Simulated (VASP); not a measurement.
Input of a VASP 6.6.1 run:

Contents of INCAR:

```
SYSTEM = MgS
PREC = Accurate
ENCUT = 600
EDIFF = 1E-6
ISMEAR = -1
SIGMA = 0.02
LREAL = .FALSE.
LASPH = .TRUE.
NELM = 120
ALGO = Normal
ISIF = 2
LWAVE = .FALSE.
LCHARG = .FALSE.
GGA = PS
NBANDS = 11
GGA_COMPAT = .FALSE.
```

The input KPOINTS:

```
Automatic mesh
0
G
  2 2 2
  0 0 0
```

Contents of POSCAR:

```
MgS
1.0
    3.2628174072      0.0000000000      0.0000000000
    0.0000000000      3.2628174072      0.0000000000
    0.0000000000      0.0000000000      3.2628174072
Mg S
1 1
Direct
    0.0000000000      0.0000000000      0.0000000000
    0.5000000000      0.5000000000      0.5000000000
```

Potentials or basis: VASP PAW PBE potentials, release 64 (Mg, S).

Command:

```console
$ cat potpaw_PBE.64/Mg/POTCAR potpaw_PBE.64/S/POTCAR > POTCAR
$ mpirun -np 1 vasp_std > vasp.out
```

Question: What does it give for the pressure?

Answer: 1.3 GPa.

Question: Predict the band gap on the k mesh.

Answer: 0.11 eV, direct.

Caveat: the k points lie up to 0.96 Å⁻¹ apart; the PAW data sets were made with another functional, which shifts forces and pressure a little. A k mesh can miss the band edges.
